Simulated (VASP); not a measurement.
Set up this calculation in VASP 6.6.1, as the native input.

| Property | Result |
| --- | --- |
| Task | single point |
| Functional | PBE |
| Potentials or basis | VASP PAW PBE potentials, release 64 (Mg, I) |
| Cutoff | 520 eV |
| k mesh | 6 × 6 × 4 |
| Occupations | gaussian, width 0.05 eV |
| Spin | no spin polarisation |
| Dipole correction | no |
| Further INCAR settings | ALGO = Normal; EDIFF = 1e-07; NBANDS = 15 |

The structure of MgI2 lies in POSCAR:

```
MgI2
1.0
    4.1537001214      0.0000000000      0.1167189734
   -2.0768500607      3.5972098248     -0.0583594867
    0.1928222000      0.0000000000      6.8620000000
Mg I
1 2
Direct
    0.0000000000      0.0000000000      0.0000000000
    0.3333333333      0.6666666667      0.7576300000
    0.6666666667      0.3333333333      0.2423700000
```

This cell differs from its parent crystal: strain +0.0562 x Voigt [0, 0, 0, 0, 1, 0].

These files were run (other wordings do the same):

INCAR

```
PREC     = Accurate       # precision mode
ENCUT    = 520            # plane-wave cutoff, eV
EDIFF    = 1E-7           # SCF threshold, eV
ISMEAR   = 0              # smearing method
SIGMA    = 0.05           # smearing width, eV
LREAL    = False          # projectors in reciprocal space
LASPH    = True           # aspherical terms in the spheres
NELM     = 80             # most SCF steps
ALGO     = Normal         # electronic algorithm
ISIF     = 2              # what is computed and relaxed
LWAVE    = False          # write WAVECAR
LCHARG   = False          # write CHGCAR
GGA      = PE             # functional
NBANDS   = 15             # bands
```

KPOINTS

```
regular mesh
0
Gamma
  6 6 4
```

Potentials or basis: VASP PAW PBE potentials, release 64 (Mg, I).

Command:

```console
$ cat potpaw_PBE.64/Mg/POTCAR potpaw_PBE.64/I/POTCAR > POTCAR
$ mpirun -np 1 vasp_std > vasp.out
```

It gave:

| Item | Value |
| --- | --- |
| Pressure | 1.3 GPa |
| Largest force | 0.170 eV/Å |
| Band gap on the k mesh | 3.47 eV, indirect (least direct gap 3.66 eV) |

Caveat: the cell differs from its parent crystal (strain +0.0562 x Voigt [0, 0, 0, 0, 1, 0]); spin-orbit coupling is left out, which moves the levels of the heavy elements.

Run time: 44 s on 1 thread of Intel(R) Xeon(R) 6975P-C (Granite Rapids), on a shared host, peak memory 0.3 GiB.
